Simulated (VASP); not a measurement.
**Ni: single point with PBE**

Ni:

```
Ni
1.0
    -2.14596    2.14596    1.16412
     2.14596   -2.14596    1.16412
     2.14596    2.14596   -1.16412
Ni
2
Direct
  0.62500 0.87500 0.75000
  0.37500 0.12500 0.25000
```

| Item | Value |
| --- | --- |
| Program | VASP 6.6.1 |
| Task | single point |
| Functional | PBE |
| Potentials or basis | VASP PAW PBE potentials, release 64 (Ni) |
| Cutoff | 520 eV |
| k mesh | 19 × 19 × 19 |
| Occupations | fermi-dirac, width 0.1 eV |
| Spin | collinear spin, ferromagnetic start |
| Starting moments | [1.0, 1.0] μB |

- Pressure: 22.4 GPa
- Net moment: 0.73 μB per cell
- Site moments: Ni +0.37 μB
- Valence electrons inside the program's atomic spheres: Ni 9.46

Levels at points of the mesh, in eV from the Fermi level:
Spin up:
```tsv
k point	band 8	band 9	band 10	band 11	band 12	band 13
(0.00, 0.00, 0.00)	-1.03	-1.03	-0.14	0.38	6.57	6.57
```
Spin down:
```csv
k point,band 8,band 9,band 10,band 11,band 12,band 13
"(0.00, 0.00, 0.00)",-0.66,-0.66,0.26,0.88,6.59,6.59
```

It took 4.5 min on 1 thread of Intel(R) Xeon(R) Platinum 8488C (Sapphire Rapids), on a shared host, peak memory 0.42 GiB.

Caveat: the cell stands under pressure.
